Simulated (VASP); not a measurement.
# Re (Fmmm) in VASP: notebook

The runs below take Re through single point, with r2SCAN.

All numbers are computed with VASP 6.6.1; they aren't measurements. Logs are shortened: lines on timing, memory, paths and dates and some standing lists are left out, and cuts for length are marked.

### 1 The cell of the first run

Symmetry: Fmmm, No. 69, orthorhombic system. Conventional cell: a = 3.713 Å, b = 3.950 Å, c = 4.187 Å, α = 90.00°, β = 90.00°, γ = 90.00°. Within 4.0 Å of Re (site symmetry mmm) lie 16 Re at 2.71 to 3.95 Å.

### 2 Single point, r2SCAN (strain -0.0600 x Voigt [1, -1, 0, 0, 0, 0])

Contents of POSCAR:

```
Re
1.0
    0.0000000000      2.0935000000      1.9750000000
    1.8565000000      0.0000000000      1.9750000000
    1.8565000000      2.0935000000      0.0000000000
Re
1
Direct
    0.0000000000      0.0000000000      0.0000000000
```

Contents of INCAR.step1:

```
PREC = Accurate ; ENCUT = 520
ISMEAR = 0 ; SIGMA = 0.15
LREAL = False ; LASPH = True
NELM = 100 ; NBANDS = 10
GGA = PE ; ALGO = Normal
EDIFF = 1E-4 ; LWAVE = True
LCHARG = False
```

Contents of INCAR.step2:

```
PREC = Accurate ; ENCUT = 520
EDIFF = 1E-6 ; ISMEAR = 0
SIGMA = 0.15 ; LREAL = False
LASPH = True ; NELM = 100
ALGO = Normal ; ISIF = 2
LWAVE = False ; LCHARG = False
METAGGA = R2SCAN ; LMIXTAU = True
NBANDS = 10 ; ISTART = 1
```

Contents of KPOINTS:

```
regular mesh
0
Gamma
  20 20 20
```

Potentials or basis: VASP PAW PBE potentials, release 64 (Re).

Started as:

```sh
cat potpaw_PBE.64/Re/POTCAR > POTCAR
cp INCAR.step1 INCAR
mpirun -np 1 vasp_std > vasp.out
cp INCAR.step2 INCAR
mpirun -np 1 vasp_std > vasp.out
```

OUTCAR:

```text
PREC = Accurate
   ENCUT = 520
   EDIFF = 1E-6
   ISMEAR = 0
   LREAL = False
   LASPH = True
   NELM = 100
   ISIF = 2
   METAGGA = R2SCAN
   ISTART = 1

 ion  position               nearest neighbor table
   1  0.000  0.000  0.000-

  LATTYP: Found a face centered orthorhombic cell.
 ALAT       =     3.7130000000
 B/A-ratio  =     1.0638297872
 C/A-ratio  =     1.1276595745

  Lattice vectors:

 A1 = (   0.0000000000,   2.0935000000,  -1.9750000000)
 A2 = (   1.8565000000,   2.0935000000,   0.0000000000)
 A3 = (   1.8565000000,   0.0000000000,  -1.9750000000)

Analysis of symmetry for initial positions (statically):
=====================================================================
 Subroutine PRICEL returns:
 Original cell was already a primitive cell.

 Routine SETGRP: Setting up the symmetry group for a
 face centered orthorhombic supercell.

 Subroutine GETGRP returns: Found  8 space group operations
 (whereof  8 operations were pure point group operations)
 out of a pool of  8 trial point group operations.

The static configuration has the point symmetry D_2h.

Analysis of symmetry for dynamics (positions and initial velocities):
=====================================================================
 Subroutine PRICEL returns:
 Original cell was already a primitive cell.

 Routine SETGRP: Setting up the symmetry group for a
 face centered orthorhombic supercell.

 Subroutine GETGRP returns: Found  8 space group operations
 (whereof  8 operations were pure point group operations)
 out of a pool of  8 trial point group operations.

The dynamic configuration has the point symmetry D_2h.

 Subroutine INISYM returns: Found  8 space group operations
 (whereof  8 operations are pure point group operations),
 and found     1 'primitive' translations

----------------------------------------------------------------------------------------

                                     Primitive cell

  volume of cell :      15.3520

  direct lattice vectors                    reciprocal lattice vectors
     0.000000000  2.093500000  1.975000000    -0.269323997  0.238834488  0.253164557
     1.856500000  0.000000000  1.975000000     0.269323997 -0.238834488  0.253164557
     1.856500000  2.093500000  0.000000000     0.269323997  0.238834488 -0.253164557

  length of vectors
     2.878083955  2.710575077  2.798094798     0.440079107  0.440079107  0.440079107

  position of ions in fractional coordinates (direct lattice)
     0.000000000  0.000000000  0.000000000

  ion indices of the primitive-cell ions
   primitive index   ion index
                 1           1

----------------------------------------------------------------------------------------

 KPOINTS: regular mesh

Automatic generation of k-mesh.
 Grid dimensions read from file:
 generate k-points for:   20   20   20

 Generating k-lattice:

  Cartesian coordinates                     Fractional coordinates (reciprocal lattice)
    -0.013466200  0.011941724  0.012658228     0.050000000  0.000000000 -0.000000000
     0.013466200 -0.011941724  0.012658228     0.000000000  0.050000000  0.000000000
     0.013466200  0.011941724 -0.012658228    -0.000000000 -0.000000000  0.050000000

  Length of vectors
     0.022003955  0.022003955  0.022003955

  Shift w.r.t. Gamma in fractional coordinates (k-lattice)
     0.000000000  0.000000000  0.000000000

 Subroutine IBZKPT returns following result:
 ===========================================

 Found   1166 irreducible k-points:

 Following reciprocal coordinates:
            Coordinates               Weight
  0.000000  0.000000  0.000000      1.000000
  0.050000  0.000000 -0.000000      8.000000
  0.100000  0.000000  0.000000      8.000000
  0.150000  0.000000  0.000000      8.000000
  0.200000  0.000000  0.000000      8.000000
  0.250000  0.000000  0.000000      8.000000
[... 16 lines left out ...]
 -0.400000  0.050000 -0.000000      8.000000
 -0.350000  0.050000  0.000000      8.000000
 [... further k-points ...]
   k-points           NKPTS =   1166   k-points in BZ     NKDIM =   1166   number of bands    NBANDS=     10
   number of dos      NEDOS =    301   number of ions     NIONS =      1
   total plane-waves  NPLWV =  11520
   dimension x,y,z NGX =    24 NGY =   20 NGZ =   24
   dimension x,y,z NGXF=    48 NGYF=   40 NGZF=   48
   ions per type =               1
   NGX,Y,Z   is equivalent  to a cutoff of  13.86, 12.27, 14.26 a.u.
   NGXF,Y,Z  is equivalent  to a cutoff of  27.73, 24.53, 28.52 a.u.
 SYSTEM =  unknown system
   PREC   = accura    normal or accurate (medium, high low for compatibility)
   ISTART =      1    job   : 0-new  1-cont  2-samecut
   ICHARG =      0    charge: 1-file 2-atom 10-const
   ISPIN  =      1    spin polarized calculation?
   LNONCOLLINEAR =      F non collinear calculations
   LSORBIT =      F    spin-orbit coupling
   LASPH  =      T    aspherical Exc in radial PAW
   ENCUT  =  520.0 eV  38.22 Ry    6.18 a.u.   5.35  5.04  5.20*2*pi/ulx,y,z
   NELM   =    100;   NELMIN=  2; NELMDL=  0     # of ELM steps
   EDIFF  = 0.1E-05   stopping-criterion for ELM
   LREAL  =      F    real-space projection
[... 7 lines left out ...]
   TEBEG  =    0.0;   TEEND  =   0.0 temperature during run
   PSTRESS=    0.0 pullay stress
   NELECT =       7.0000    total number of electrons
   NUPDOWN=      -1.0000    fix difference up-down
   EMIN   =  10.00;   EMAX   =-10.00  energy-range for DOS
   EFERMI =   0.00;   METHOD = LEGACY
   ISMEAR =     0;   SIGMA  =   0.15  broadening in eV -4-tet -1-fermi 0-gaus
   EFERMI_NEDOS =   21; number of points for ismear=-14 and -15
   IALGO  =     38    algorithm
   IMIX   =      4    mixing-type and parameters
     AMIX     =   0.40;   BMIX     =  1.00
     AMIX_MAG =   1.60;   BMIX_MAG =  1.00
  volume/ion in A,a.u.               =      15.35       103.60
  Fermi-wavevector in a.u.,A,eV,Ry     =   1.260044  2.381139 21.602131  1.587712
  Thomas-Fermi vector in A             =   2.393574
   LORBIT       =      0    0 simple, 1 ext, 2 COOP (PROOUT), +10 PAW based schemes
   METAGGA = R2SCAN    functional components
   LHFCALC =     F    Hartree Fock is set to
   AEXX    =    0.0000 exact exchange contribution
   IVDW    =     0    specifies the selected vdW correction
   LEPSILON=     F    determine dielectric tensor
   LRPA    =     F    only Hartree local field effects (RPA)
 non-spin polarized calculation
 Gauss-broadening in eV      SIGMA  =   0.15
  energy-cutoff  :      520.00
  volume of cell :       15.35
 maximum number of plane-waves:       427
 NGX is ok and might be reduce to    24
   NGX = 11   NGY =  9   NGZ = 11

 number of electron       7.0000000 magnetization

 Free energy of the ion-electron system (eV)
  ---------------------------------------------------
  ext. energy  EPLUGINS =         0.00000000
  ---------------------------------------------------
  free energy    TOTEN  =       -52.28252161 eV

  energy without entropy =      -52.27146676  energy(sigma->0) =      -52.27699419

 E-fermi :   7.5361     XC(G=0): -14.7276

 val. band max:        7.5347226367   @ k =  -0.4000   0.0500   0.2500
 cond. band min:       7.5409327243   @ k =   0.3000   0.0500   0.2000
 fundamental gap:      0.0062100875
 Fermi energy:         7.5360627327

 k-point     1 :       0.0000    0.0000    0.0000
  band No.  band energies     occupation
      1      -2.8766      2.00000
      2       4.7272      2.00000
      3       5.6804      2.00000
      4       6.5149      2.00000
      5       7.6383      0.33512
      6       9.6521      0.00000
      7      22.1318      0.00000
      8      25.8505      0.00000
      9      27.6826      0.00000
     10      30.1653      0.00000

 k-point     2 :       0.0500    0.0000   -0.0000
  band No.  band energies     occupation
      1      -2.7594      2.00000
      2       4.7541      2.00000
      3       5.6830      2.00000
      4       6.5046      2.00000
      5       7.6212      0.42221
      6       9.5888      0.00000
      7      22.3563      0.00000
      8      25.8919      0.00000
      9      27.5954      0.00000
     10      29.7815      0.00000

 k-point     3 :       0.1000    0.0000    0.0000
  band No.  band energies     occupation
      1      -2.4176      2.00000
      2       4.8008      2.00000
      3       5.6624      2.00000
      4       6.5242      2.00000
      5       7.6073      0.50177
      6       9.4230      0.00000
      7      22.9736      0.00000
      8      25.6162      0.00000
      9      27.5696      0.00000
     10      29.8877      0.00000

 k-point     4 :       0.1500    0.0000    0.0000
  band No.  band energies     occupation
      1      -1.8826      2.00000
      2       4.7875      2.00000
      3       5.5931      2.00000
      4       6.6353      2.00000
      5       7.6978      0.12723
      6       9.2237      0.00000
      7      23.6991      0.00000
      8      24.8122      0.00000
      9      28.2448      0.00000
     10      30.7097      0.00000
[... 222 lines left out ...]
 k-point    22 :      -0.4500    0.0500    0.0000
  band No.  band energies     occupation
      1       0.6626      2.00000
      2       4.6442      2.00000
      3       6.2461      2.00000
      4       7.1913      1.99885
      5      10.7217      0.00000
      6      11.6807      0.00000
      7      17.5324      0.00000
      8      21.5800      0.00000
      9      27.4509      0.00000
     10      29.1942      0.00000

 k-point    23 :      -0.4000    0.0500   -0.0000
  band No.  band energies     occupation
      1       0.6458      2.00000
      2       4.7131      2.00000
      3       6.3682      2.00000
      4       6.5539      2.00000
      5      10.3425      0.00000
      6      11.3232      0.00000
      7      18.3679      0.00000
      8      22.0318      0.00000
      9      28.0814      0.00000
     10      29.9985      0.00000

 k-point    24 :      -0.3500    0.0500    0.0000
  band No.  band energies     occupation
      1       0.5555      2.00000
      2       4.8508      2.00000
      3       5.7059      2.00000
      4       6.5521      2.00000
      5       9.7802      0.00000
      6      10.7510      0.00000
      7      19.5249      0.00000
      8      22.9205      0.00000
      9      29.1150      0.00000
     10      31.3654      0.00000

 [... further k-points ...]
[... 5 lines left out ...]
  --------------------------------------------------------------------------------------
  -------------------------------------------------------------------------------------
  Total       -0.1184422     -2.6940803     -0.9450089      0.0000000      0.0000000      0.0000000
  in kB      -12.3609517   -281.1616637    -98.6237363      0.0000000      0.0000000      0.0000000
  external PRESSURE =    -130.7154505 kB  Pullay stress =       0.0000000 kB

 VOLUME and BASIS-vectors are now :
 -----------------------------------------------------------------------------
  energy-cutoff  :      520.00
  volume of cell :       15.35
      direct lattice vectors                 reciprocal lattice vectors
     0.000000000  2.093500000  1.975000000    -0.269323997  0.238834488  0.253164557
     1.856500000  0.000000000  1.975000000     0.269323997 -0.238834488  0.253164557
     1.856500000  2.093500000  0.000000000     0.269323997  0.238834488 -0.253164557

 POSITION                                       TOTAL-FORCE (eV/Angst)
 -----------------------------------------------------------------------------------
      0.00000      0.00000      0.00000         0.000000      0.000000     -0.000000
 -----------------------------------------------------------------------------------
    total drift:                                0.000000      0.000000      0.000000

  FREE ENERGIE OF THE ION-ELECTRON SYSTEM (eV)
  ---------------------------------------------------
  free  energy   TOTEN  =       -52.2825216065 eV

  energy  without entropy=      -52.2714667647  energy(sigma->0) =      -52.27699419
```

Run time: 3.3 min. Hardware: 1 thread of Intel Xeon 6975P-C (Granite Rapids), shared host; peak memory 0.3 GiB.

Results:

| Property | Result |
| --- | --- |
| Free energy | -52.2825 eV |
| Pressure | -13.1 GPa |
| Band gap on the k mesh | zero (an odd number of electrons rules out a gap without spin polarisation) |

Stress tensor (GPa, compression positive):
```
 -1.24   0.00   0.00
  0.00 -28.12   0.00
  0.00   0.00  -9.86
```

Levels at points of the mesh, in eV from the Fermi level:
| k point | band 1 | band 2 | band 3 | band 4 | band 5 | band 6 |
| --- | --- | --- | --- | --- | --- | --- |
| (0.00, 0.00, 0.00) | -10.41 | -2.81 | -1.86 | -1.02 | 0.10 | 2.12 |
| (0.50, 0.00, 0.00) | -6.97 | -2.91 | -1.25 | -0.01 | 3.19 | 4.02 |
| (0.50, 0.50, 0.00) | -6.82 | -5.85 | 2.55 | 3.27 | 3.39 | 5.09 |
| (0.50, 0.00, 0.50) | -6.90 | -5.90 | 1.35 | 3.68 | 3.89 | 4.52 |
| (0.00, 0.50, 0.50) | -6.74 | -6.08 | 3.52 | 3.77 | 3.96 | 4.81 |

Caveat: the cell differs from its parent crystal (strain -0.0600 x Voigt [1, -1, 0, 0, 0, 0]); the stress differs along the axes, from -28 to -1 GPa; the PAW data sets were made with another functional, which shifts forces and pressure a little; spin-orbit coupling is left out, which moves the levels of the heavy elements.

### 3 Single point, r2SCAN (strain +0.0450 x Voigt [1, -1, 0, 0, 0, 0])

Contents of POSCAR:

```
Re
1.0
    0.0000000000      1.8861250000      1.9750000000
    2.0638750000      0.0000000000      1.9750000000
    2.0638750000      1.8861250000      0.0000000000
Re
1
Direct
    0.0000000000      0.0000000000      0.0000000000
```

Contents of INCAR.step1:

```
  PREC = Accurate
  ENCUT = 520
  ISMEAR = 0
  SIGMA = 0.15
  LREAL = False
  LASPH = True
  NELM = 80
  NBANDS = 10
  GGA = PE
  ALGO = Normal
  EDIFF = 1E-4
  LWAVE = True
  LCHARG = False
```

Contents of INCAR.step2:

```
  PREC = Accurate
  ENCUT = 520
  EDIFF = 1E-6
  ISMEAR = 0
  SIGMA = 0.15
  LREAL = False
  LASPH = True
  NELM = 80
  ALGO = Normal
  ISIF = 2
  LWAVE = False
  LCHARG = False
  METAGGA = R2SCAN
  LMIXTAU = True
  NBANDS = 10
  ISTART = 1
```

Contents of KPOINTS:

```
Automatic mesh
0
Gamma
  20 20 20
```

Potentials or basis: VASP PAW PBE potentials, release 64 (Re).

Started as:

```sh
cat potpaw_PBE.64/Re/POTCAR > POTCAR
cp INCAR.step1 INCAR
mpirun -np 1 vasp_std > vasp.out
cp INCAR.step2 INCAR
mpirun -np 1 vasp_std > vasp.out
```

Run time: 4.5 min. Hardware: 1 thread of Intel Xeon 6975P-C (Granite Rapids), shared host; peak memory 0.3 GiB.

The run converged. Its results:

```
Free energy            : -52.3164 eV
Pressure               : -14.2 GPa
Band gap on the k mesh : zero (an odd number of electrons rules out a gap without spin polarisation)
```

Stress tensor (GPa, compression positive):
```
-26.45   0.00   0.00
  0.00  -3.86   0.00
  0.00   0.00 -12.39
```

Levels at points of the mesh, in eV from the Fermi level:
| k point | band 1 | band 2 | band 3 | band 4 | band 5 | band 6 |
| --- | --- | --- | --- | --- | --- | --- |
| (0.00, 0.00, 0.00) | -10.39 | -2.59 | -1.89 | -1.25 | 0.41 | 1.93 |
| (0.50, 0.00, 0.00) | -6.95 | -2.70 | -1.46 | -0.01 | 3.31 | 3.94 |
| (0.50, 0.50, 0.00) | -6.79 | -5.89 | 2.57 | 3.44 | 3.63 | 4.91 |
| (0.50, 0.00, 0.50) | -6.72 | -6.04 | 3.56 | 3.60 | 3.93 | 4.68 |
| (0.00, 0.50, 0.50) | -6.85 | -5.90 | 1.65 | 3.69 | 3.99 | 4.50 |

Caveat: the cell differs from its parent crystal (strain +0.0450 x Voigt [1, -1, 0, 0, 0, 0]); the stress differs along the axes, from -26 to -4 GPa; the PAW data sets were made with another functional, which shifts forces and pressure a little; spin-orbit coupling is left out, which moves the levels of the heavy elements.

(Part 1 of 2 ends here.)
